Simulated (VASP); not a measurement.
**Si: single point with PBE**

Si:

```
CELL_PARAMETERS angstrom
0.00000 2.73488 2.73488
2.73488 0.00000 2.73488
2.73488 2.73488 0.00000
ATOMIC_POSITIONS crystal
Si 0.50000 0.50000 0.50000
Si 0.75000 0.75000 0.75000
```

| Item | Value |
| --- | --- |
| Program | VASP 6.6.1 |
| Task | single point |
| Functional | PBE |
| Potentials or basis | VASP PAW PBE potentials, release 64 (Si) |
| Cutoff | 520 eV |
| k mesh | 10 × 10 × 10 |
| Occupations | gaussian, width 0.05 eV |
| Spin | no spin polarisation |

The pressure is -0.1 GPa and the band gap on the k mesh is 0.62 eV, indirect (least direct gap 2.56 eV).

Levels at points of the mesh, in eV from the valence-band top:
| k point | band 1 | band 2 | band 3 | band 4 | band 5 | band 6 | band 7 | band 8 | band 9 |
| --- | --- | --- | --- | --- | --- | --- | --- | --- | --- |
| (0.00, 0.00, 0.00) | -11.81 | 0.00 | 0.00 | 0.00 | 2.56 | 2.56 | 2.56 | 3.13 | 7.71 |
| (0.50, 0.00, 0.00) | -9.53 | -6.87 | -1.18 | -1.18 | 1.46 | 3.35 | 3.35 | 7.70 | 10.49 |
| (0.50, 0.50, 0.00) | -7.74 | -7.74 | -2.79 | -2.79 | 0.75 | 0.75 | 9.93 | 9.93 | 10.91 |

Wall time 14 s on 1 thread of Intel Xeon 6975P-C, on a shared host, peak memory 0.16 GiB.

A k mesh can miss the band edges. PBE gaps usually lie below the measured ones, often by a third to a half.
